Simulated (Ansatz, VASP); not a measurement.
# Cr: VASP beside Ansatz

Contents of INCAR:

```
SYSTEM = Cr
PREC = Accurate
ENCUT = 500
EDIFF = 1E-7
ISMEAR = -1
SIGMA = 0.15
LREAL = .FALSE.
LASPH = .TRUE.
NELM = 120
ALGO = Normal
ISIF = 3
LWAVE = .FALSE.
LCHARG = .FALSE.
GGA = PE
IBRION = 2
NSW = 80
EDIFFG = -0.001
GGA_COMPAT = .FALSE.
NELMIN = 4
```

KPOINTS

```
Automatic mesh
0
G
  20 20 20
  0 0 0
```

POSCAR

```
Cr
1.0
   -1.4239150038      1.4239150038      1.4239150038
    1.4239150038     -1.4239150038      1.4239150038
    1.4239150038      1.4239150038     -1.4239150038
Cr
1
Direct
    0.0000000000      0.0000000000      0.0000000000
```

Input for Ansatz:

```yaml
crystal:
  lattice:
    - [-1.4239150038, 1.4239150038, 1.4239150038]
    - [1.4239150038, -1.4239150038, 1.4239150038]
    - [1.4239150038, 1.4239150038, -1.4239150038]
  atoms:
    - { symbol: Cr, position: [0.0, 0.0, 0.0] }
basis:
  ecutwfc: 420
kpoints:
  mp_grid: { grid: [20, 20, 20] }
hamiltonian:
  xc: pbe
  pseudopotentials: { kind: paw }
scf:
  occupations: { method: fermi_dirac, width: 0.15 }
output:
  forces: true
  stress: true
  eigenvalues: true
  write_density: true
  write_potential: true
  elf: true
  volumetric_format: npy
relax:
  adjacent_minimum: "off"
  f_tol: 0.001
  max_steps: 60
  cell: { stress_tol: 0.01 }
```

Alike in both runs: task relaxation of cell and atoms; functional PBE; k mesh 20 × 20 × 20; occupations fermi-dirac, width 0.15 eV; no spin polarisation.

|  | VASP | Ansatz |
| --- | --- | --- |
| version | VASP 6.6.1 | Ansatz 0.2.0 |
| potentials or method | VASP PAW PBE potentials, release 64 (Cr_pv), cutoff 500 eV | scalar-relativistic, plane waves, PAW |
| valence electrons in the cell | 12 | 14 |

Ansatz gave:

* gap on the k mesh at the Fermi level, each at its own relaxed structure (eV): none
* relaxed volume (Å³/atom): 11.57
* relaxed cell length with the largest relative difference (Å): 2.468

Which values does VASP return?

gap on the k mesh at the Fermi level, each at its own relaxed structure (eV): none; relaxed volume (Å³/atom): 11.54; relaxed cell length with the largest relative difference (Å): 2.466.

A gap of «none» marks a metal or a gap that the smearing closes. VASP's potentials hold 12 valence electrons a cell and Ansatz's 14, so a difference there can come from the potentials and not from the codes.
